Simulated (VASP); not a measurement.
# Sn (Fd-3m) in VASP: a series of runs, part 2 of 2

VASP 6.6.1. The steps go on from the part before.

## Step 3: Relaxation of cell and atoms, r2SCAN

This run uses another cell than the first one, of 33.80 Å³/atom.

The input, POSCAR:

```
Sn
1.0
    0.0000000000      3.2333428000      3.2333428000
    3.2333428000      0.0000000000      3.2333428000
    3.2333428000      3.2333428000      0.0000000000
Sn
2
Direct
    0.0000000000      0.0000000000      0.0000000000
    0.2500000000      0.2500000000      0.2500000000
```

The input, INCAR.step1:

```
PREC = Accurate
ENCUT = 600
ISMEAR = 0
SIGMA = 0.1
LREAL = F
LASPH = T
NELM = 100
GGA = PE
ALGO = Normal
EDIFF = 1E-4
LWAVE = T
LCHARG = F
```

The input, INCAR.step2:

```
PREC = Accurate
ENCUT = 600
EDIFF = 1E-7
ISMEAR = 0
SIGMA = 0.1
LREAL = F
LASPH = T
NELM = 100
ALGO = Normal
ISIF = 3
LWAVE = F
LCHARG = F
METAGGA = R2SCAN
LMIXTAU = T
IBRION = 2
NSW = 90
EDIFFG = -0.02
ISTART = 1
```

The input, KPOINTS:

```
regular mesh
0
Gamma
  10 10 10
```

Potentials or basis: VASP PAW PBE potentials, release 64 (Sn_d).

On the command line:

```sh
$ cat potpaw_PBE.64/Sn_d/POTCAR > POTCAR
$ cp INCAR.step1 INCAR
$ mpirun -np 1 vasp_std > vasp.out
$ cp INCAR.step2 INCAR
$ mpirun -np 1 vasp_std > vasp.out
```

OUTCAR:

```text
PREC = Accurate
   ENCUT = 600
   EDIFF = 1E-7
   ISMEAR = 0
   LREAL = F
   LASPH = T
   NELM = 100
   ISIF = 3
   METAGGA = R2SCAN
   IBRION = 2
   NSW = 90
   EDIFFG = -0.02
   ISTART = 1

 ion  position               nearest neighbor table
   1  0.000  0.000  0.000-   2 2.80   2 2.80   2 2.80   2 2.80
   2  0.250  0.250  0.250-   1 2.80   1 2.80   1 2.80   1 2.80

  LATTYP: Found a face centered cubic cell.
 ALAT       =     6.4666856000

  Lattice vectors:

 A1 = (   0.0000000000,   3.2333428000,   3.2333428000)
 A2 = (   3.2333428000,   0.0000000000,   3.2333428000)
 A3 = (   3.2333428000,   3.2333428000,   0.0000000000)

Analysis of symmetry for initial positions (statically):
=====================================================================
 Subroutine PRICEL returns:
 Original cell was already a primitive cell.

 Routine SETGRP: Setting up the symmetry group for a
 face centered cubic supercell.

 Subroutine GETGRP returns: Found 48 space group operations
 (whereof 24 operations were pure point group operations)
 out of a pool of 48 trial point group operations.

The static configuration has the point symmetry T_d .
 The point group associated with its full space group is O_h .

Analysis of symmetry for dynamics (positions and initial velocities):
=====================================================================
 Subroutine PRICEL returns:
 Original cell was already a primitive cell.

 Routine SETGRP: Setting up the symmetry group for a
 face centered cubic supercell.

 Subroutine GETGRP returns: Found 48 space group operations
 (whereof 24 operations were pure point group operations)
 out of a pool of 48 trial point group operations.

The dynamic configuration has the point symmetry T_d .
 The point group associated with its full space group is O_h .

 Subroutine INISYM returns: Found 48 space group operations
 (whereof 24 operations are pure point group operations),
 and found     1 'primitive' translations
[... 118 lines left out ...]
  Thomas-Fermi vector in A             =   2.355520
   LORBIT       =      0    0 simple, 1 ext, 2 COOP (PROOUT), +10 PAW based schemes
   METAGGA = R2SCAN    functional components
   LHFCALC =     F    Hartree Fock is set to
   AEXX    =    0.0000 exact exchange contribution
   IVDW    =     0    specifies the selected vdW correction
   LEPSILON=     F    determine dielectric tensor
   LRPA    =     F    only Hartree local field effects (RPA)
 conjugate gradient relaxation of ions
 non-spin polarized calculation
 Gauss-broadening in eV      SIGMA  =   0.10
  energy-cutoff  :      600.00
  volume of cell :       67.61
 maximum number of plane-waves:      2279
 NGX is ok and might be reduce to    40
   NGX = 19   NGY = 19   NGZ = 19

--------------------------------------- Ionic step        1  -------------------------------------------

 number of electron      28.0000005 magnetization

 Free energy of the ion-electron system (eV)
  ---------------------------------------------------
  ext. energy  EPLUGINS =         0.00000000
  ---------------------------------------------------
  free energy    TOTEN  =       -49.47435047 eV

  energy without entropy =      -49.47414219  energy(sigma->0) =      -49.47424633

------------------------ aborting loop because EDIFF is reached ----------------------------------------

  FORCE on cell =-STRESS in cart. coord.  units (eV):
  Direction    XX          YY          ZZ          XY          YZ          ZX
  --------------------------------------------------------------------------------------
  -------------------------------------------------------------------------------------
  Total        0.9363967      0.9363967      0.9363967     -0.0000000     -0.0000000     -0.0000000
  in kB       22.1914247     22.1914247     22.1914247     -0.0000000     -0.0000000     -0.0000000
  external PRESSURE =      22.1914247 kB  Pullay stress =       0.0000000 kB
[... 23 lines left out ...]
--------------------------------------- Ionic step        2  -------------------------------------------

 number of electron      27.9999996 magnetization

 E-fermi :   4.9635     XC(G=0):  -9.3273

 val. band max:        4.8111094096   @ k =   0.1000   0.0000   0.0000
 cond. band min:       4.9987212907   @ k =   0.0000   0.0000   0.0000
 fundamental gap:      0.1876118811
 Fermi energy:         4.9634508314

 k-point     1 :       0.0000    0.0000    0.0000
  band No.  band energies     occupation
      1     -17.3050      2.00000
      2     -17.3050      2.00000
      3     -17.3050      2.00000
      4     -17.2460      2.00000
      5     -17.2460      2.00000
      6     -16.9672      2.00000
[... 530 lines left out ...]
--------------------------------------- Ionic step        3  -------------------------------------------

 number of electron      27.9999999 magnetization

 Free energy of the ion-electron system (eV)
  ---------------------------------------------------
  ext. energy  EPLUGINS =         0.00000000
  ---------------------------------------------------
  free energy    TOTEN  =       -49.49526215 eV

  energy without entropy =      -49.49484804  energy(sigma->0) =      -49.49505509

 E-fermi :   5.2032     XC(G=0):  -9.4269

 val. band max:        5.0219961629   @ k =   0.1000   0.0000   0.0000
 cond. band min:       5.2162283564   @ k =   0.0000   0.0000   0.0000
 fundamental gap:      0.1942321935
 Fermi energy:         5.2031663132

 k-point     1 :       0.0000    0.0000    0.0000
  band No.  band energies     occupation
      1     -17.1249      2.00000
      2     -17.1249      2.00000
      3     -17.1249      2.00000
      4     -17.0631      2.00000
      5     -17.0631      2.00000
      6     -16.7679      2.00000
[... 524 lines left out ...]
  FREE ENERGIE OF THE ION-ELECTRON SYSTEM (eV)
  ---------------------------------------------------
  free  energy   TOTEN  =       -49.4952621469 eV

  energy  without entropy=      -49.4948480404  energy(sigma->0) =      -49.49505509

 reached required accuracy - stopping structural energy minimisation
```

OUTCAR.step1:

```text
PREC = Accurate
   ENCUT = 600
   ISMEAR = 0
   LREAL = F
   LASPH = T
[... 727 lines left out ...]
 -----------------------------------------------------------------------------------
      0.00000      0.00000      0.00000        -0.000000     -0.000000     -0.000000
      1.61667      1.61667      1.61667         0.000000      0.000000      0.000000
 -----------------------------------------------------------------------------------
    total drift:                               -0.000000     -0.000000      0.000000

  FREE ENERGIE OF THE ION-ELECTRON SYSTEM (eV)
  ---------------------------------------------------
  free  energy   TOTEN  =        -7.6252614071 eV

  energy  without entropy=       -7.6243410309  energy(sigma->0) =       -7.62480122
```

Wall time 11 min (1 thread of Intel Xeon Platinum 8259CL at 2.50GHz (Skylake/Cascade Lake), shared host); peak memory 0.3 GiB.

Results:

- Free energy: -49.4953 eV
- Relaxed volume: 35.38 Å³/atom
- Relaxed cell: a = 4.643 Å, b = 4.643 Å, c = 4.643 Å, α = 60.00°, β = 60.00°, γ = 60.00°
- Space group after relaxing (to 0.1 Å): Fd-3m (No. 227)
- Energy gained by relaxing: 10.5 meV/atom
- Ionic steps: 3
- Pressure after relaxing: 0.0 GPa
- Band gap on the k mesh: zero (filled and empty bands touch)

The path:
```csv
step,energy change (eV),largest force (eV/Å),pressure (GPa),volume (Å³)
1,0.0000,0.0000,2.22,67.61
2,-0.0167,0.0000,-0.87,72.29
3,-0.0209,0.0000,0.00,70.76
```

Final structure:
```xyz
2
Lattice="0.0000 3.2829 3.2829 3.2829 0.0000 3.2829 3.2829 3.2829 0.0000" Properties=species:S:1:pos:R:3 pbc="T T T"
Sn    0.0000    0.0000    0.0000
Sn    1.6415    1.6415    1.6415
```

Caveat: the PAW data sets were made with another functional, which shifts forces and pressure a little; spin-orbit coupling is left out, which moves the levels of the heavy elements.

The gap in the log of VASP goes by the Fermi energy; the results here count the filled bands.